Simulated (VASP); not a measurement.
# CdTe (F-43m) in VASP: further runs, part 2 of 2

VASP 6.6.1.

**4. Single point, LDA**

INCAR

```
PREC = Accurate ; ENCUT = 520
EDIFF = 1E-7 ; ISMEAR = 0
SIGMA = 0.01 ; LREAL = False
LASPH = True ; NELM = 80
ALGO = Normal ; ISIF = 2
LWAVE = False ; LCHARG = False
NBANDS = 16
```

KPOINTS

```
regular mesh
0
Gamma
  4 4 4
```

POSCAR

```
CdTe
1.0
    0.0000000000      3.2799551166      3.2799551166
    3.2799551166      0.0000000000      3.2799551166
    3.2799551166      3.2799551166      0.0000000000
Cd Te
1 1
Direct
    0.0000000000      0.0000000000      0.0000000000
    0.2500000000      0.2500000000      0.2500000000
```

Potentials or basis: VASP PAW LDA potentials, release 64 (Cd, Te).

Run with:

```console
> cat potpaw_LDA.64/Cd/POTCAR potpaw_LDA.64/Te/POTCAR > POTCAR
> mpirun -np 1 vasp_std > vasp.out
```

OUTCAR:

```text
PREC = Accurate
   ENCUT = 520
   EDIFF = 1E-7
   ISMEAR = 0
   LREAL = False
   LASPH = True
   NELM = 80
   ISIF = 2

 ion  position               nearest neighbor table
   1  0.000  0.000  0.000-   2 2.84   2 2.84   2 2.84   2 2.84
   2  0.250  0.250  0.250-   1 2.84   1 2.84   1 2.84   1 2.84

  LATTYP: Found a face centered cubic cell.
 ALAT       =     6.5599102332

  Lattice vectors:

 A1 = (   0.0000000000,   3.2799551166,   3.2799551166)
 A2 = (   3.2799551166,   0.0000000000,   3.2799551166)
 A3 = (   3.2799551166,   3.2799551166,   0.0000000000)

Analysis of symmetry for initial positions (statically):
=====================================================================
 Subroutine PRICEL returns:
 Original cell was already a primitive cell.

 Routine SETGRP: Setting up the symmetry group for a
 face centered cubic supercell.

 Subroutine GETGRP returns: Found 24 space group operations
 (whereof 24 operations were pure point group operations)
 out of a pool of 48 trial point group operations.

The static configuration has the point symmetry T_d .

Analysis of symmetry for dynamics (positions and initial velocities):
=====================================================================
 Subroutine PRICEL returns:
 Original cell was already a primitive cell.

 Routine SETGRP: Setting up the symmetry group for a
 face centered cubic supercell.

 Subroutine GETGRP returns: Found 24 space group operations
 (whereof 24 operations were pure point group operations)
 out of a pool of 48 trial point group operations.

The dynamic configuration has the point symmetry T_d .

 Subroutine INISYM returns: Found 24 space group operations
 (whereof 24 operations are pure point group operations),
 and found     1 'primitive' translations

----------------------------------------------------------------------------------------

[... 93 lines left out ...]
   IMIX   =      4    mixing-type and parameters
     AMIX     =   0.40;   BMIX     =  1.00
     AMIX_MAG =   1.60;   BMIX_MAG =  1.00
  volume/ion in A,a.u.               =      35.29       238.12
  Fermi-wavevector in a.u.,A,eV,Ry     =   1.038216  1.961944 14.665621  1.077893
  Thomas-Fermi vector in A             =   2.172690
   LORBIT       =      0    0 simple, 1 ext, 2 COOP (PROOUT), +10 PAW based schemes
   GGA     = CA    functional components
   LHFCALC =     F    Hartree Fock is set to
   AEXX    =    0.0000 exact exchange contribution
   IVDW    =     0    specifies the selected vdW correction
   LEPSILON=     F    determine dielectric tensor
   LRPA    =     F    only Hartree local field effects (RPA)
 non-spin polarized calculation
 Gauss-broadening in eV      SIGMA  =   0.01
  energy-cutoff  :      520.00
  volume of cell :       70.57
 maximum number of plane-waves:      1924
 NGX is ok and might be reduce to    36
   NGX = 17   NGY = 17   NGZ = 17

 number of electron      18.0000006 magnetization

 Free energy of the ion-electron system (eV)
  ---------------------------------------------------
  ext. energy  EPLUGINS =         0.00000000
  ---------------------------------------------------
  free energy    TOTEN  =        -5.94815393 eV

  energy without entropy =       -5.94815393  energy(sigma->0) =       -5.94815393

 E-fermi :   1.9366     XC(G=0):  -8.7847

 val. band max:        1.8565529601   @ k =   0.0000   0.0000   0.0000
 cond. band min:       2.2795394671   @ k =   0.0000   0.0000   0.0000
 fundamental gap:      0.4229865070
 Fermi energy:         1.9365877641

 k-point     1 :       0.0000    0.0000    0.0000
  band No.  band energies     occupation
      1      -9.1790      2.00000
      2      -6.3478      2.00000
      3      -6.3478      2.00000
      4      -6.3478      2.00000
      5      -6.1124      2.00000
      6      -6.1124      2.00000
[... 129 lines left out ...]
      3      -6.2309      2.00000
      4      -6.1394      2.00000
      5      -6.1116      2.00000
      6      -5.5919      2.00000
[... 8 lines left out ...]
     15      12.6924      0.00000
     16      12.8526      0.00000

------------------------ aborting loop because EDIFF is reached ----------------------------------------

  FORCE on cell =-STRESS in cart. coord.  units (eV):
  Direction    XX          YY          ZZ          XY          YZ          ZX
  --------------------------------------------------------------------------------------
  -------------------------------------------------------------------------------------
  Total       -1.0270663     -1.0270663     -1.0270663     -0.0000000     -0.0000000      0.0000000
  in kB      -23.3171440    -23.3171440    -23.3171440     -0.0000000     -0.0000000      0.0000000
  external PRESSURE =     -23.3171440 kB  Pullay stress =       0.0000000 kB

 VOLUME and BASIS-vectors are now :
 -----------------------------------------------------------------------------
  energy-cutoff  :      520.00
  volume of cell :       70.57
      direct lattice vectors                 reciprocal lattice vectors
     0.000000000  3.279955117  3.279955117    -0.152441110  0.152441110  0.152441110
     3.279955117  0.000000000  3.279955117     0.152441110 -0.152441110  0.152441110
     3.279955117  3.279955117  0.000000000     0.152441110  0.152441110 -0.152441110

 POSITION                                       TOTAL-FORCE (eV/Angst)
 -----------------------------------------------------------------------------------
      0.00000      0.00000      0.00000         0.000000      0.000000      0.000000
      1.63998      1.63998      1.63998        -0.000000     -0.000000     -0.000000
 -----------------------------------------------------------------------------------
    total drift:                                0.000000      0.000000      0.000000

  FREE ENERGIE OF THE ION-ELECTRON SYSTEM (eV)
  ---------------------------------------------------
  free  energy   TOTEN  =        -5.9481539261 eV

  energy  without entropy=       -5.9481539261  energy(sigma->0) =       -5.94815393
```

Wall time 9.5 s (1 thread of Intel Xeon 6975P-C, shared host); peak memory 0.17 GiB.

Results:

```yaml
Free_energy: -5.9482 eV
Pressure: -2.3 GPa
Band_gap_on_the_k_mesh: 0.42 eV, direct
```

Caveat: spin-orbit coupling is left out, which moves the levels of the heavy elements.
